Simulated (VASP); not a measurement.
Write the native input for VASP 6.6.1 that does the following.

* Task: single point
* Functional: PBEsol
* Potentials or basis: VASP PAW PBE potentials, release 64 (Tc_pv)
* Cutoff: 520 eV
* k mesh: 13 × 13 × 13
* Occupations: fermi-dirac, width 0.1 eV
* Spin: no spin polarisation
* Dipole correction: no
* Further INCAR settings: ALGO = Fast; EDIFF = 1e-06; NBANDS = 12

The structure of Tc lies in POSCAR:

```
Tc
1.0
    0.0478740000      1.9690460000      1.9713780000
    2.0071260000      0.0345560000      1.9846960000
    1.9731200000      1.9483580000      0.0685620000
Tc
1
Direct
   -0.0067490000     -0.0068140000      0.0363110000
```

These files were run (other wordings do the same):

INCAR

```
SYSTEM = Tc
PREC = Accurate ; ENCUT = 520
EDIFF = 1E-6 ; ISMEAR = -1
SIGMA = 0.1 ; LREAL = .False.
LASPH = .True. ; NELM = 100
ALGO = Fast ; ISIF = 2
LWAVE = .False. ; LCHARG = .False.
GGA = PS ; NBANDS = 12
```

KPOINTS

```
Automatic mesh
0
Gamma
  13 13 13
  0 0 0
```

Potentials or basis: VASP PAW PBE potentials, release 64 (Tc_pv).

Run with:

```bash
$ cat potpaw_PBE.64/Tc_pv/POTCAR > POTCAR
$ mpirun -np 1 vasp_std > vasp.out
```

Results of the run:

```yaml
Pressure: -14.9 GPa
```

Caveat: the PAW data sets were made with another functional, which shifts forces and pressure a little.

Wall time 7.4 min on 1 thread of AMD EPYC 7571, on a shared host, peak memory 0.26 GiB.
